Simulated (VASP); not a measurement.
The system is GaSe3.

```
Ga Se
1.0
     0.00000    3.98447    3.98447
     3.98447    0.00000    3.98447
     3.98447    3.98447    0.00000
Ga Se
1 3
Direct
  0.00000 0.00000 0.00000
  0.50000 0.50000 0.50000
  0.25000 0.25000 0.25000
  0.75000 0.75000 0.75000
```

The cell was built from a structure type or drawn by symmetry, and may not be a known phase.

- Program: VASP 6.6.1
- Task: relaxation of cell and atoms
- Functional: PBE
- Potentials or basis: VASP PAW PBE potentials, release 64 (Ga_d, Se)
- Cutoff: 600 eV
- k mesh: 4 × 4 × 4
- Occupations: gaussian, width 0.1 eV
- Spin: no spin polarisation

At the start: pressure -8.6 GPa; volume 31.63 Å³/atom.

Question: How do energy, volume and symmetry change on relaxing?

Answer: Over 5 steps the energy falls by 483.5 meV/atom and the volume is 20.44 Å³/atom (-35.4 %); space group Fm-3m (No. 225, to 0.1 Å) before and after.

Step by step:
| step | energy change (eV) | largest force (eV/Å) | pressure (GPa) | volume (Å³) |
| --- | --- | --- | --- | --- |
| 1 | 0.0000 | 0.0000 | -8.57 | 126.51 |
| 2 | -1.4982 | 0.0000 | -7.09 | 98.00 |
| 3 | -1.9214 | 0.0000 | -1.59 | 84.08 |
| 4 | -1.9326 | 0.0000 | 0.55 | 80.98 |
| 5 | -1.9338 | 0.0000 | -0.01 | 81.76 |

Final structure:
```cif
data_structure
_symmetry_space_group_name_H-M 'P 1'
_symmetry_Int_Tables_number 1
_cell_length_a 4.8717
_cell_length_b 4.8717
_cell_length_c 4.8717
_cell_angle_alpha 60.000
_cell_angle_beta 60.000
_cell_angle_gamma 60.000
_cell_volume 81.76
loop_
_atom_site_label
_atom_site_type_symbol
_atom_site_fract_x
_atom_site_fract_y
_atom_site_fract_z
_atom_site_occupancy
Ga1 Ga 0.00000 0.00000 0.00000 1
Se1 Se 0.50000 0.50000 0.50000 1
Se2 Se 0.25000 0.25000 0.25000 1
Se3 Se 0.75000 0.75000 0.75000 1
```

Caveat: the volume moved by over 15 % at a fixed basis, so the end points are rough.
